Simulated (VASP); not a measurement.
# SrVO3 (Pm-3m) in VASP: further runs

SrVO3 is run at these levels: PBE+U; tasks: single point.

Everything below comes from runs of VASP 6.6.1. Logs are shortened: lines on timing, memory, paths and dates and some standing lists are left out, and cuts for length are marked.

## 1. The cell of the first run

The structure is cubic, space group Pm-3m (No. 221). Conventional cell: a = 3.840 Å, b = 3.840 Å, c = 3.840 Å, α = 90.00°, β = 90.00°, γ = 90.00°. Within 3.6 Å of Sr (site symmetry m-3m) lie 12 O at 2.72 Å and 8 V at 3.33 Å. Within 2.5 Å of V (site symmetry m-3m) lie 6 O at 1.92 Å. O (site symmetry 4/mmm) has 2 V at 1.92 Å within 2.5 Å.

## 2. Single point, PBE+U, collinear spin, ferromagnetic start

Contents of INCAR:

```
ALGO = Normal
EDIFF = 1E-6
ENCUT = 520
GGA = PE
ISIF = 2
ISMEAR = 0
ISPIN = 2
LASPH = T
LCHARG = F
LDAU = T
LDAUJ = 0 0 0
LDAUL = -1 2 -1
LDAUPRINT = 1
LDAUTYPE = 2
LDAUU = 0 3.25 0
LMAXMIX = 4
LORBIT = 11
LREAL = F
LWAVE = F
MAGMOM = 0 2 0 0 0
NBANDS = 32
NELM = 150
PREC = Accurate
SIGMA = 0.02
```

Contents of KPOINTS:

```
k-points
0
Gamma
  6 6 6
```

Contents of POSCAR:

```
SrVO3
1.0
    3.8400000000      0.0000000000      0.0000000000
    0.0000000000      3.8400000000      0.0000000000
    0.0000000000      0.0000000000      3.8400000000
Sr V O
1 1 3
Direct
    0.5000000000      0.5000000000      0.5000000000
    0.0000000000      0.0000000000      0.0000000000
    0.5000000000      0.0000000000      0.0000000000
    0.0000000000      0.5000000000      0.0000000000
    0.0000000000      0.0000000000      0.5000000000
```

Potentials or basis: VASP PAW PBE potentials, release 64 (Sr_sv, V_sv, O).

Started as:

```
$ cat potpaw_PBE.64/Sr_sv/POTCAR potpaw_PBE.64/V_sv/POTCAR potpaw_PBE.64/O/POTCAR > POTCAR
$ mpirun -np 1 vasp_std > vasp.out
```

OUTCAR:

```text
EDIFF = 1E-6
   ENCUT = 520
   GGA = PE
   ISIF = 2
   ISMEAR = 0
   ISPIN = 2
   LASPH = T
   LORBIT = 11
   LREAL = F
   NELM = 150
   PREC = Accurate

 ion  position               nearest neighbor table
   1  0.500  0.500  0.500-   3 2.72   4 2.72   5 2.72   3 2.72   4 2.72   3 2.72   5 2.72   3 2.72
                             4 2.72   5 2.72   4 2.72   5 2.72   2 3.33   2 3.33   2 3.33   2 3.33
   2  0.000  0.000  0.000-   3 1.92   4 1.92   5 1.92   5 1.92   4 1.92   3 1.92   1 3.33   1 3.33
                             1 3.33   1 3.33   1 3.33   1 3.33   1 3.33   1 3.33
   3  0.500  0.000  0.000-   2 1.92   2 1.92   1 2.72   1 2.72   1 2.72   1 2.72
   4  0.000  0.500  0.000-   2 1.92   2 1.92   1 2.72   1 2.72   1 2.72   1 2.72
   5  0.000  0.000  0.500-   2 1.92   2 1.92   1 2.72   1 2.72   1 2.72   1 2.72

  LATTYP: Found a simple cubic cell.
 ALAT       =     3.8400000000

  Lattice vectors:

 A1 = (   3.8400000000,   0.0000000000,   0.0000000000)
 A2 = (   0.0000000000,   3.8400000000,   0.0000000000)
 A3 = (   0.0000000000,   0.0000000000,   3.8400000000)

Analysis of symmetry for initial positions (statically):
=====================================================================
 Subroutine PRICEL returns:
 Original cell was already a primitive cell.

 Routine SETGRP: Setting up the symmetry group for a
 simple cubic supercell.

 Subroutine GETGRP returns: Found 48 space group operations
 (whereof 48 operations were pure point group operations)
 out of a pool of 48 trial point group operations.

The static configuration has the point symmetry O_h .

Analysis of symmetry for dynamics (positions and initial velocities):
=====================================================================
 Subroutine PRICEL returns:
 Original cell was already a primitive cell.

 Routine SETGRP: Setting up the symmetry group for a
 simple cubic supercell.

 Subroutine GETGRP returns: Found 48 space group operations
 (whereof 48 operations were pure point group operations)
 out of a pool of 48 trial point group operations.

The dynamic configuration has the point symmetry O_h .

Analysis of structural, dynamic, and magnetic symmetry:
=====================================================================
 Subroutine PRICEL returns:
 Original cell was already a primitive cell.

 Routine SETGRP: Setting up the symmetry group for a
 simple cubic supercell.

 Subroutine GETGRP returns: Found 48 space group operations
 (whereof 48 operations were pure point group operations)
 out of a pool of 48 trial point group operations.

The overall configuration has the point symmetry O_h .

 Subroutine INISYM returns: Found 48 space group operations
 (whereof 48 operations are pure point group operations),
 and found     1 'primitive' translations

----------------------------------------------------------------------------------------

                                     Primitive cell

  volume of cell :      56.6231

  direct lattice vectors                    reciprocal lattice vectors
     3.840000000  0.000000000  0.000000000     0.260416667  0.000000000  0.000000000
     0.000000000  3.840000000  0.000000000     0.000000000  0.260416667  0.000000000
     0.000000000  0.000000000  3.840000000     0.000000000  0.000000000  0.260416667

  length of vectors
     3.840000000  3.840000000  3.840000000     0.260416667  0.260416667  0.260416667

  position of ions in fractional coordinates (direct lattice)
     0.500000000  0.500000000  0.500000000
     0.000000000  0.000000000  0.000000000
     0.500000000  0.000000000  0.000000000
     0.000000000  0.500000000  0.000000000
     0.000000000  0.000000000  0.500000000

  ion indices of the primitive-cell ions
[... 92 lines left out ...]
     AMIX     =   0.40;   BMIX     =  1.00
     AMIX_MAG =   1.60;   BMIX_MAG =  1.00
  volume/ion in A,a.u.               =      11.32        76.42
  Fermi-wavevector in a.u.,A,eV,Ry     =   1.470071  2.778031 29.403658  2.161108
  Thomas-Fermi vector in A             =   2.585372
   LORBIT       =     11    0 simple, 1 ext, 2 COOP (PROOUT), +10 PAW based schemes
 LDA+U is selected, type is set to LDAUTYPE =  2
   angular momentum for each species LDAUL =    -1    2   -1
   U (eV)           for each species LDAUU =   0.0  3.2  0.0
   J (eV)           for each species LDAUJ =   0.0  0.0  0.0
   GGA     = PE    functional components
   LHFCALC =     F    Hartree Fock is set to
   AEXX    =    0.0000 exact exchange contribution
   IVDW    =     0    specifies the selected vdW correction
   LEPSILON=     F    determine dielectric tensor
   LRPA    =     F    only Hartree local field effects (RPA)
 spin polarized calculation
 Gauss-broadening in eV      SIGMA  =   0.02
  energy-cutoff  :      520.00
  volume of cell :       56.62
 maximum number of plane-waves:      1568
 NGX is ok and might be reduce to    30
   NGX = 15   NGY = 15   NGZ = 15

atom =   2  type =  2  l = 2

 onsite density matrix

spin component  1

  0.4543 -0.0000  0.0000  0.0000 -0.0000
 -0.0000  0.4543 -0.0000  0.0000  0.0000
  0.0000 -0.0000  0.3145  0.0000 -0.0000
  0.0000  0.0000  0.0000  0.4543  0.0000
 -0.0000  0.0000 -0.0000  0.0000  0.3145

spin component  2

  0.1088  0.0000  0.0000 -0.0000  0.0000
  0.0000  0.1088  0.0000 -0.0000 -0.0000
  0.0000  0.0000  0.2890  0.0000  0.0000
 -0.0000 -0.0000  0.0000  0.1088 -0.0000
  0.0000 -0.0000  0.0000 -0.0000  0.2890

 occupancies and eigenvectors

  o =  0.1088  v =  0.0000  0.0000  0.0000  0.0000  0.0000  0.0000 -0.9994  0.0000  0.0351  0.0000      0.0000  0.0000  0.0000  0.0000  0.0000  0.0000  0.0000  0.0000  0.0000  0.0000
  o =  0.1088  v =  0.0000  0.0000  0.0000  0.0000  0.0000  0.0000  0.0351  0.0000  0.9994 -0.0000      0.0000  0.0000  0.0000  0.0000  0.0000  0.0000  0.0000  0.0000  0.0000  0.0000
  o =  0.1088  v =  0.0000  0.0000  0.0000  0.0000  0.0000  1.0000  0.0000  0.0000  0.0000  0.0000      0.0000  0.0000  0.0000  0.0000  0.0000  0.0000  0.0000  0.0000  0.0000  0.0000
  o =  0.2890  v =  0.0000  0.0000  0.0000  0.0000  0.0000  0.0000 -0.0000  0.0316 -0.0000 -0.9995      0.0000  0.0000  0.0000  0.0000  0.0000  0.0000  0.0000  0.0000  0.0000  0.0000
  o =  0.2890  v =  0.0000  0.0000  0.0000  0.0000  0.0000  0.0000  0.0000  0.9995 -0.0000  0.0316      0.0000  0.0000  0.0000  0.0000  0.0000  0.0000  0.0000  0.0000  0.0000  0.0000
  o =  0.3145  v =  0.0000  0.0000  0.9999  0.0000  0.0103  0.0000  0.0000  0.0000  0.0000  0.0000      0.0000  0.0000  0.0000  0.0000  0.0000  0.0000  0.0000  0.0000  0.0000  0.0000
  o =  0.3145  v =  0.0000 -0.0000  0.0103 -0.0000 -0.9999  0.0000  0.0000  0.0000  0.0000  0.0000      0.0000  0.0000  0.0000  0.0000  0.0000  0.0000  0.0000  0.0000  0.0000  0.0000
  o =  0.4543  v =  1.0000  0.0000  0.0000  0.0000  0.0000  0.0000  0.0000  0.0000  0.0000  0.0000      0.0000  0.0000  0.0000  0.0000  0.0000  0.0000  0.0000  0.0000  0.0000  0.0000
  o =  0.4543  v =  0.0000  0.0671 -0.0000  0.9977 -0.0000  0.0000  0.0000  0.0000  0.0000  0.0000      0.0000  0.0000  0.0000  0.0000  0.0000  0.0000  0.0000  0.0000  0.0000  0.0000
  o =  0.4543  v =  0.0000 -0.9977  0.0000  0.0671  0.0000  0.0000  0.0000  0.0000  0.0000  0.0000      0.0000  0.0000  0.0000  0.0000  0.0000  0.0000  0.0000  0.0000  0.0000  0.0000

 number of electron      41.0000017 magnetization       0.9998988

 Free energy of the ion-electron system (eV)
  ---------------------------------------------------
  ext. energy  EPLUGINS =         0.00000000
  ---------------------------------------------------
  free energy    TOTEN  =       -36.05528981 eV

  energy without entropy =      -36.05316732  energy(sigma->0) =      -36.05422857

 E-fermi :   6.2662     XC(G=0): -11.5741

 val. band max:        6.2323758296   @ k =   0.5000   0.3333   0.0000
 cond. band min:       6.2673709137   @ k =   0.3333   0.1667   0.0000
 fundamental gap:      0.0349950841
 Fermi energy:         6.2661950264

 spin component 1

 k-point     1 :       0.0000    0.0000    0.0000
  band No.  band energies     occupation
      1     -60.5385      1.00000
      2     -34.3490      1.00000
      3     -34.3490      1.00000
      4     -34.3490      1.00000
      5     -28.1726      1.00000
      6     -13.3743      1.00000
[... 689 lines left out ...]
     31      15.1385      0.00000
     32      19.4311      0.00000
 Fermi energy:         6.2661950264

 spin component 2

 k-point     1 :       0.0000    0.0000    0.0000
  band No.  band energies     occupation
      1     -59.3820      1.00000
      2     -33.2094      1.00000
      3     -33.2094      1.00000
      4     -33.2094      1.00000
      5     -28.1743      1.00000
      6     -13.4140      1.00000
[... 689 lines left out ...]
     31      15.1881      0.00000
     32      19.3945      0.00000

------------------------ aborting loop because EDIFF is reached ----------------------------------------

  FORCE on cell =-STRESS in cart. coord.  units (eV):
  Direction    XX          YY          ZZ          XY          YZ          ZX
  --------------------------------------------------------------------------------------
  -------------------------------------------------------------------------------------
  Total        3.0006742      3.0006742      3.0006742     -0.0000000      0.0000000      0.0000000
  in kB       84.9054858     84.9054858     84.9054858     -0.0000000      0.0000000      0.0000000
  external PRESSURE =      84.9054858 kB  Pullay stress =       0.0000000 kB

 VOLUME and BASIS-vectors are now :
 -----------------------------------------------------------------------------
  energy-cutoff  :      520.00
  volume of cell :       56.62
      direct lattice vectors                 reciprocal lattice vectors
     3.840000000  0.000000000  0.000000000     0.260416667  0.000000000  0.000000000
     0.000000000  3.840000000  0.000000000     0.000000000  0.260416667  0.000000000
     0.000000000  0.000000000  3.840000000     0.000000000  0.000000000  0.260416667

 POSITION                                       TOTAL-FORCE (eV/Angst)
 -----------------------------------------------------------------------------------
      1.92000      1.92000      1.92000         0.000000      0.000000      0.000000
      0.00000      0.00000      0.00000         0.000000      0.000000      0.000000
      1.92000      0.00000      0.00000         0.000000      0.000000      0.000000
      0.00000      1.92000      0.00000         0.000000      0.000000      0.000000
      0.00000      0.00000      1.92000         0.000000      0.000000      0.000000
 -----------------------------------------------------------------------------------
    total drift:                                0.000000     -0.000000      0.000000

  FREE ENERGIE OF THE ION-ELECTRON SYSTEM (eV)
  ---------------------------------------------------
  free  energy   TOTEN  =       -36.0552898125 eV

  energy  without entropy=      -36.0531673194  energy(sigma->0) =      -36.05422857

 total charge

# of ion       s       p       d       tot
------------------------------------------
    1        2.000   5.803   0.221   8.025
    2        2.292   6.360   2.860  11.513
    3        1.564   3.500   0.000   5.064
    4        1.564   3.500   0.000   5.064
    5        1.564   3.500   0.000   5.064
--------------------------------------------------
tot          8.984  22.664   3.081  34.730

 magnetization (x)

# of ion       s       p       d       tot
------------------------------------------
    1       -0.000  -0.002   0.002  -0.001
    2        0.009   0.010   1.085   1.104
    3       -0.002  -0.049   0.000  -0.051
    4       -0.002  -0.049   0.000  -0.051
    5       -0.002  -0.049   0.000  -0.051
--------------------------------------------------
tot          0.003  -0.140   1.087   0.949
```

Wall time 2 min (1 thread of Intel Xeon 8259CL, shared host); peak memory 0.22 GiB.

What came out:

```yaml
Free_energy: -36.0553 eV
Pressure: 8.5 GPa
Band_gap_on_the_k_mesh: zero (filled and empty bands overlap)
Net_moment: 1.00 μB per cell
Site_moments: Sr -0.00; V +1.10; O -0.05 μB
Valence_electrons_inside_the_program's_atomic_spheres: Sr 8.03; V 11.51; O 5.06
```

Eigenvalues of the final occupation matrices:
| site | spin | trace | eigenvalues |
| --- | --- | --- | --- |
| site 2 d | 1 | 1.99 | 0.31 0.31 0.45 0.45 0.45 |
| site 2 d | 2 | 0.90 | 0.11 0.11 0.11 0.29 0.29 |

Caveat: the cell stands under pressure. The state reached can hang on the start; a lower one may exist.

## 3. Single point, PBE+U, collinear spin, ferromagnetic start

Contents of INCAR:

```
SYSTEM = SrVO3
ALGO = Normal ; EDIFF = 1E-6
ENCUT = 520 ; GGA = PE
ISIF = 2 ; ISMEAR = 0
ISPIN = 2 ; LASPH = .True.
LCHARG = .False. ; LDAU = .True.
LDAUJ = 0 0 0 ; LDAUL = -1 2 -1
LDAUPRINT = 1 ; LDAUTYPE = 2
LDAUU = 0 3.25 0 ; LMAXMIX = 4
LORBIT = 11 ; LREAL = .False.
LWAVE = .False. ; MAGMOM = 0 2 0 0 0
NBANDS = 32 ; NELM = 150
PREC = Accurate ; SIGMA = 0.02
```

Contents of KPOINTS:

```
k-points
0
Gamma
  6 6 6
  0 0 0
```

POSCAR is that of step 2.

Potentials or basis: VASP PAW PBE potentials, release 64 (Sr_sv, V_sv, O).

Started as:

```
$ cat potpaw_PBE.64/Sr_sv/POTCAR potpaw_PBE.64/V_sv/POTCAR potpaw_PBE.64/O/POTCAR > POTCAR
$ mpirun -np 1 vasp_std > vasp.out
```

Wall time 2.3 min (1 thread of Intel Xeon 8259CL, shared host); peak memory 0.22 GiB.

It converged, with:

- Free energy: -36.0553 eV
- Pressure: 8.5 GPa
- Band gap on the k mesh: zero (filled and empty bands overlap)
- Net moment: 1.00 μB per cell
- Site moments: Sr -0.00; V +1.10; O -0.05 μB
- Valence electrons inside the program's atomic spheres: Sr 8.03; V 11.51; O 5.06

Levels at points of the mesh, in eV from the Fermi level:
Spin up:
```tsv
k point	band 19	band 20	band 21	band 22	band 23	band 24
(0.00, 0.00, 0.00)	-2.25	-2.25	-1.71	-1.71	-1.71	1.23
(0.50, 0.00, 0.00)	-2.71	-2.71	-1.61	0.40	0.40	1.25
(0.50, 0.50, 0.00)	-3.46	-1.92	0.34	0.34	0.62	2.25
(0.50, 0.50, 0.50)	-1.82	-1.82	0.88	0.88	0.88	5.29
```
Spin down:
```csv
k point,band 16,band 17,band 18,band 19,band 20,band 21,band 22,band 23,band 24,band 25
"(0.00, 0.00, 0.00)",-3.15,-3.15,-2.33,-2.33,-2.33,0.50,0.50,0.50,1.91,1.91
"(0.50, 0.00, 0.00)",-4.19,-4.18,-4.02,-2.78,-2.78,0.68,1.93,2.29,2.29,4.10
"(0.50, 0.50, 0.00)",-4.75,-4.04,-3.52,-3.52,-2.02,2.30,2.30,2.72,2.88,5.95
"(0.50, 0.50, 0.50)",-5.56,-5.56,-1.92,-1.92,-1.92,2.94,2.94,2.94,5.34,5.34
```

Eigenvalues of the final occupation matrices:
| site | spin | trace | eigenvalues |
| --- | --- | --- | --- |
| site 2 d | 1 | 1.99 | 0.31 0.31 0.45 0.45 0.45 |
| site 2 d | 2 | 0.90 | 0.11 0.11 0.11 0.29 0.29 |

Caveat: the cell stands under pressure. The state reached can hang on the start; a lower one may exist.

The gap in the log of VASP goes by the Fermi energy; the results here count the filled bands.